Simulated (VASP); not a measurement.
# ZnS (F-43m) in VASP: notebook, part 2 of 3

VASP 6.6.1. Earlier steps stand in the parts before.

## (3) Relaxation of cell and atoms, PBE0

Input file POSCAR:

```
ZnS
1.0
    0.0000000000      2.7020000000      2.7020000000
    2.7020000000      0.0000000000      2.7020000000
    2.7020000000      2.7020000000      0.0000000000
Zn S
1 1
Direct
    0.7500000000      0.7500000000      0.7500000000
    0.0000000000      0.0000000000      0.0000000000
```

Input file INCAR.step1:

```
PREC     = Accurate       # precision mode
ENCUT    = 600            # plane-wave cutoff, eV
EDIFF    = 1E-5           # SCF threshold, eV
ISMEAR   = -1             # smearing method
SIGMA    = 0.05           # smearing width, eV
LREAL    = F              # projectors in reciprocal space
LASPH    = T              # aspherical terms in the spheres
NELM     = 80             # most SCF steps
ALGO     = Normal         # electronic algorithm
LWAVE    = T              # write WAVECAR
LCHARG   = F              # write CHGCAR
GGA      = PE             # functional
NBANDS   = 16             # bands
```

Input file INCAR.step2:

```
PREC     = Accurate       # precision mode
ENCUT    = 600            # plane-wave cutoff, eV
EDIFF    = 1E-6           # SCF threshold, eV
ISMEAR   = -1             # smearing method
SIGMA    = 0.05           # smearing width, eV
LREAL    = F              # projectors in reciprocal space
LASPH    = T              # aspherical terms in the spheres
NELM     = 80             # most SCF steps
ALGO     = Normal         # electronic algorithm
ISIF     = 3              # what is computed and relaxed
LWAVE    = F              # write WAVECAR
LCHARG   = F              # write CHGCAR
GGA      = PE             # functional
LHFCALC  = T              # exact exchange
AEXX     = 0.25           # exact-exchange fraction
PRECFOCK = Normal       
IBRION   = 2              # ionic algorithm
NSW      = 60             # ionic steps
EDIFFG   = -0.01          # ionic threshold
ISTART   = 1
```

Input file KPOINTS:

```
Automatic mesh
0
Gamma
  5 5 5
```

Potentials or basis: VASP PAW PBE potentials, release 64 (Zn, S).

On the command line:

```sh
$ cat potpaw_PBE.64/Zn/POTCAR potpaw_PBE.64/S/POTCAR > POTCAR
$ cp INCAR.step1 INCAR
$ mpirun -np 1 vasp_std > vasp.out
$ cp INCAR.step2 INCAR
$ mpirun -np 1 vasp_std > vasp.out
```

OUTCAR:

```text
PREC = Accurate
   ENCUT = 600
   EDIFF = 1E-6
   ISMEAR = -1
   LREAL = F
   LASPH = T
   NELM = 80
   ISIF = 3
   GGA = PE
   LHFCALC = T
   AEXX = 0.25
   PRECFOCK = Normal
   IBRION = 2
   NSW = 60
   EDIFFG = -0.01
   ISTART = 1

 ion  position               nearest neighbor table
   1  0.750  0.750  0.750-   2 2.34   2 2.34   2 2.34   2 2.34
   2  0.000  0.000  0.000-   1 2.34   1 2.34   1 2.34   1 2.34

  LATTYP: Found a face centered cubic cell.
 ALAT       =     5.4040000000

  Lattice vectors:

 A1 = (   0.0000000000,   2.7020000000,   2.7020000000)
 A2 = (   2.7020000000,   0.0000000000,   2.7020000000)
 A3 = (   2.7020000000,   2.7020000000,   0.0000000000)

Analysis of symmetry for initial positions (statically):
=====================================================================
 Subroutine PRICEL returns:
 Original cell was already a primitive cell.

 Routine SETGRP: Setting up the symmetry group for a
 face centered cubic supercell.

 Subroutine GETGRP returns: Found 24 space group operations
 (whereof 24 operations were pure point group operations)
 out of a pool of 48 trial point group operations.

The static configuration has the point symmetry T_d .

Analysis of symmetry for dynamics (positions and initial velocities):
=====================================================================
 Subroutine PRICEL returns:
 Original cell was already a primitive cell.

 Routine SETGRP: Setting up the symmetry group for a
 face centered cubic supercell.

 Subroutine GETGRP returns: Found 24 space group operations
 (whereof 24 operations were pure point group operations)
 out of a pool of 48 trial point group operations.

The dynamic configuration has the point symmetry T_d .

 Subroutine INISYM returns: Found 24 space group operations
 (whereof 24 operations are pure point group operations),
 and found     1 'primitive' translations

----------------------------------------------------------------------------------------

                                     Primitive cell

  volume of cell :      39.4535

  direct lattice vectors                    reciprocal lattice vectors
     0.000000000  2.702000000  2.702000000    -0.185048113  0.185048113  0.185048113
     2.702000000  0.000000000  2.702000000     0.185048113 -0.185048113  0.185048113
     2.702000000  2.702000000  0.000000000     0.185048113  0.185048113 -0.185048113

  length of vectors
     3.821205046  3.821205046  3.821205046     0.320512733  0.320512733  0.320512733

  position of ions in fractional coordinates (direct lattice)
     0.750000000  0.750000000  0.750000000
     0.000000000  0.000000000  0.000000000

  ion indices of the primitive-cell ions
   primitive index   ion index
                 1           1
                 2           2

----------------------------------------------------------------------------------------

 KPOINTS: Automatic mesh

Automatic generation of k-mesh.
 Grid dimensions read from file:
 generate k-points for:    5    5    5

 Generating k-lattice:

  Cartesian coordinates                     Fractional coordinates (reciprocal lattice)
    -0.037009623  0.037009623  0.037009623     0.200000000  0.000000000  0.000000000
     0.037009623 -0.037009623  0.037009623     0.000000000  0.200000000  0.000000000
     0.037009623  0.037009623 -0.037009623     0.000000000  0.000000000  0.200000000

  Length of vectors
     0.064102547  0.064102547  0.064102547

  Shift w.r.t. Gamma in fractional coordinates (k-lattice)
     0.000000000  0.000000000  0.000000000

 Subroutine IBZKPT returns following result:
 ===========================================

 Found     10 irreducible k-points:

 Following reciprocal coordinates:
            Coordinates               Weight
  0.000000  0.000000  0.000000      1.000000
  0.200000  0.000000  0.000000      8.000000
  0.400000  0.000000  0.000000      8.000000
  0.200000  0.200000  0.000000      6.000000
  0.400000  0.200000  0.000000     24.000000
 -0.400000  0.200000  0.000000     24.000000
 -0.200000  0.200000  0.000000     12.000000
  0.400000  0.400000  0.000000      6.000000
 -0.400000  0.400000  0.000000     12.000000
 -0.400000  0.400000  0.200000     24.000000
   k-points           NKPTS =     10   k-points in BZ     NKDIM =    125   number of bands    NBANDS=     13
   number of dos      NEDOS =    301   number of ions     NIONS =      2
   total plane-waves  NPLWV =  32768
   dimension x,y,z NGX =    32 NGY =   32 NGZ =   32
   dimension x,y,z NGXF=    64 NGYF=   64 NGZF=   64
   ions per type =               1   1
   NGX,Y,Z   is equivalent  to a cutoff of  13.92, 13.92, 13.92 a.u.
   NGXF,Y,Z  is equivalent  to a cutoff of  27.84, 27.84, 27.84 a.u.
 SYSTEM =  unknown system
   PREC   = accura    normal or accurate (medium, high low for compatibility)
   ISTART =      1    job   : 0-new  1-cont  2-samecut
   ICHARG =      0    charge: 1-file 2-atom 10-const
   ISPIN  =      1    spin polarized calculation?
   LNONCOLLINEAR =      F non collinear calculations
   LSORBIT =      F    spin-orbit coupling
   LASPH  =      T    aspherical Exc in radial PAW
   ENCUT  =  600.0 eV  44.10 Ry    6.64 a.u.   7.63  7.63  7.63*2*pi/ulx,y,z
   NELM   =     80;   NELMIN=  2; NELMDL=  0     # of ELM steps
   EDIFF  = 0.1E-05   stopping-criterion for ELM
   LREAL  =      F    real-space projection
   EDIFFG = -.1E-01   stopping-criterion for IOM
   NSW    =     60    number of steps for IOM
   IBRION =      2    ionic relax: 0-MD 1-quasi-New 2-CG
   NFREE  =      1    steps in history (QN), initial steepest desc. (CG)
   ISIF   =      3    stress and relaxation
   ISYM   =      3    0-nonsym 1-usesym 2-fastsym
   POTIM  = 0.5000    time-step for ionic-motion
   TEBEG  =    0.0;   TEEND  =   0.0 temperature during run
   PSTRESS=    0.0 pullay stress
   NELECT =      18.0000    total number of electrons
   NUPDOWN=      -1.0000    fix difference up-down
   EMIN   =  10.00;   EMAX   =-10.00  energy-range for DOS
   EFERMI =   0.00;   METHOD = LEGACY
   ISMEAR =    -1;   SIGMA  =   0.05  broadening in eV -4-tet -1-fermi 0-gaus
   EFERMI_NEDOS =   21; number of points for ismear=-14 and -15
   IALGO  =     38    algorithm
   IMIX   =      1    mixing-type and parameters
     AMIX     =   0.40;   BMIX     =  1.00
     AMIX_MAG =   1.60;   BMIX_MAG =  1.00
  volume/ion in A,a.u.               =      19.73       133.12
  Fermi-wavevector in a.u.,A,eV,Ry     =   1.260290  2.381602 21.610537  1.588330
  Thomas-Fermi vector in A             =   2.393807
   LORBIT       =      0    0 simple, 1 ext, 2 COOP (PROOUT), +10 PAW based schemes
   GGA     = PE    functional components
   LHFCALC =     T    Hartree Fock is set to
   PRECFOCK=normal    Normal, Fast or Accurate (Low or Medium for compatibility)
   ENCUT4O =  -1.0   cutoff for four orbital integrals eV
   NKREDX  =     1    reduce k-point grid by
   NKREDY  =     1    reduce k-point grid by
   NKREDZ  =     1    reduce k-point grid by
   AEXX    =    0.2500 exact exchange contribution
   HFSCREEN=    0.0000 screening length (either q_TF or 0.3 A-1)
   HFSCREENC=   0.0000 screening length for correlation (either q_TF or 0.3 A-1)
   ENCUTFOCK=  -1.0 apply spherical cutoff to Coloumb kernel
   IVDW    =     0    specifies the selected vdW correction
   LEPSILON=     F    determine dielectric tensor
   LRPA    =     F    only Hartree local field effects (RPA)
 conjugate gradient relaxation of ions
 non-spin polarized calculation
  energy-cutoff  :      600.00
  volume of cell :       39.45
 maximum number of plane-waves:      1363
  NGX = 24; NGY = 24; NGZ = 24

--------------------------------------- Ionic step        1  -------------------------------------------

 number of electron      17.9999998 magnetization

 Free energy of the ion-electron system (eV)
  ---------------------------------------------------
  ext. energy  EPLUGINS =         0.00000000
  ---------------------------------------------------
  free energy    TOTEN  =        -8.94080223 eV

  energy without entropy =       -8.94080223  energy(sigma->0) =       -8.94080223

------------------------ aborting loop because EDIFF is reached ----------------------------------------

  FORCE on cell =-STRESS in cart. coord.  units (eV):
  Direction    XX          YY          ZZ          XY          YZ          ZX
  --------------------------------------------------------------------------------------
  -------------------------------------------------------------------------------------
  Total        0.1615748      0.1615748      0.1615748      0.0000000      0.0000000     -0.0000000
  in kB        6.5614251      6.5614251      6.5614251      0.0000000      0.0000000     -0.0000000
  external PRESSURE =       6.5614251 kB  Pullay stress =       0.0000000 kB
[... 57 lines left out ...]
  energy  without entropy=       -8.9415185956  energy(sigma->0) =       -8.94151860

--------------------------------------- Ionic step        3  -------------------------------------------

 number of electron      18.0000004 magnetization

 Free energy of the ion-electron system (eV)
  ---------------------------------------------------
  ext. energy  EPLUGINS =         0.00000000
  ---------------------------------------------------
  free energy    TOTEN  =        -8.94158384 eV

  energy without entropy =       -8.94158384  energy(sigma->0) =       -8.94158384

 E-fermi :   1.9848     XC(G=0):  -7.5585

 val. band max:        0.9187271479   @ k =   0.0000   0.0000   0.0000
 cond. band min:       4.9077518774   @ k =   0.0000   0.0000   0.0000
 fundamental gap:      3.9890247295
 Fermi energy:         1.9847627298

 k-point     1 :       0.0000    0.0000    0.0000
  band No.  band energies     occupation
      1     -13.3919      2.00000
      2      -6.9431      2.00000
      3      -6.9431      2.00000
      4      -6.9431      2.00000
      5      -6.5078      2.00000
      6      -6.5078      2.00000
      7       0.9187      2.00000
      8       0.9187      2.00000
      9       0.9187      2.00000
     10       4.9078      0.00000
     11       9.3509      0.00000
     12       9.3509      0.00000
     13       9.3509      0.00000
[... 171 lines left out ...]
  FREE ENERGIE OF THE ION-ELECTRON SYSTEM (eV)
  ---------------------------------------------------
  free  energy   TOTEN  =        -8.9415838413 eV

  energy  without entropy=       -8.9415838413  energy(sigma->0) =       -8.94158384

 reached required accuracy - stopping structural energy minimisation
```

Wall time 22 min (1 thread of Intel Xeon 6975P-C (Granite Rapids), shared host); peak memory 0.19 GiB.

What came out:

```
Free energy                           : -8.9416 eV
Relaxed volume                        : 19.91 Å³/atom
Relaxed cell                          : a = 3.833 Å, b = 3.833 Å, c = 3.833 Å, α = 60.00°, β = 60.00°, γ = 60.00°
Space group after relaxing (to 0.1 Å) : F-43m (No. 216)
Energy gained by relaxing             : 0.4 meV/atom
Ionic steps                           : 3
Pressure after relaxing               : 0.0 GPa
Band gap on the k mesh                : 3.99 eV
```

The path:
```csv
step,energy change (eV),largest force (eV/Å),pressure (GPa),volume (Å³)
1,0.0000,0.0000,0.66,39.45
2,-0.0007,0.0000,-0.23,39.92
3,-0.0008,0.0000,0.04,39.81
```

Final structure:
```cif
data_structure
_symmetry_space_group_name_H-M 'P 1'
_symmetry_Int_Tables_number 1
_cell_length_a 3.8328
_cell_length_b 3.8328
_cell_length_c 3.8328
_cell_angle_alpha 60.000
_cell_angle_beta 60.000
_cell_angle_gamma 60.000
_cell_volume 39.81
loop_
_atom_site_label
_atom_site_type_symbol
_atom_site_fract_x
_atom_site_fract_y
_atom_site_fract_z
_atom_site_occupancy
Zn1 Zn 0.75000 0.75000 0.75000 1
S1 S 0.00000 0.00000 0.00000 1
```

Caveat: the PAW data sets were made with another functional, which shifts forces and pressure a little. Zero-point motion and thermal expansion aren't in these numbers.

(Part 2 of 3 ends here.)
